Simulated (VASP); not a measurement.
Set up this calculation in VASP 6.6.1, as the native input.

| Item | Value |
| --- | --- |
| Task | single point |
| Functional | PBE |
| Potentials or basis | VASP PAW PBE potentials, release 64 (Si, C) |
| Cutoff | 520 eV |
| k mesh | 6 × 6 × 2 |
| Occupations | gaussian, width 0.01 eV |
| Spin | no spin polarisation |
| Dipole correction | no |
| Further INCAR settings | ALGO = Normal; EDIFF = 1e-06; NBANDS = 26 |

The structure of SiC lies in POSCAR:

```
SiC
1.0
    3.0756941500      0.0000000000      0.0000000000
   -1.5378470700      2.6636292700      0.0000000000
    0.0000000000      0.0000000000     10.0706464800
Si C
4 4
Direct
    0.6666666685      0.3333333283      0.9378419795
    0.3333333264      0.6666666679      0.4378419795
    0.0000000000      0.0000000000      0.6878943803
    0.0000000000      0.0000000000      0.1878943803
    0.6666666685      0.3333333283      0.7498025896
    0.3333333264      0.6666666679      0.2498025896
    0.0000000000      0.0000000000      0.5004600499
    0.0000000000      0.0000000000      0.0004600499
```

The input as run:

INCAR

```
  ALGO = Normal
  EDIFF = 1E-6
  ENCUT = 520
  GGA = PE
  ISIF = 2
  ISMEAR = 0
  LASPH = T
  LCHARG = F
  LREAL = F
  LWAVE = F
  NBANDS = 26
  NELM = 60
  PREC = Accurate
  SIGMA = 0.01
```

KPOINTS

```
k-points
0
Gamma
  6 6 2
```

Potentials or basis: VASP PAW PBE potentials, release 64 (Si, C).

The run is started by

```sh
$ cat potpaw_PBE.64/Si/POTCAR potpaw_PBE.64/C/POTCAR > POTCAR
$ mpirun -np 1 vasp_std > vasp.out
```

It gave:

```
Pressure               : 3.9 GPa
Largest force          : 0.006 eV/Å
Band gap on the k mesh : 2.22 eV, indirect (least direct gap 3.35 eV)
```

Wall time 19 s on 1 thread of Intel(R) Xeon(R) Platinum 8488C (Sapphire Rapids) (shared host), peak memory 0.19 GiB.
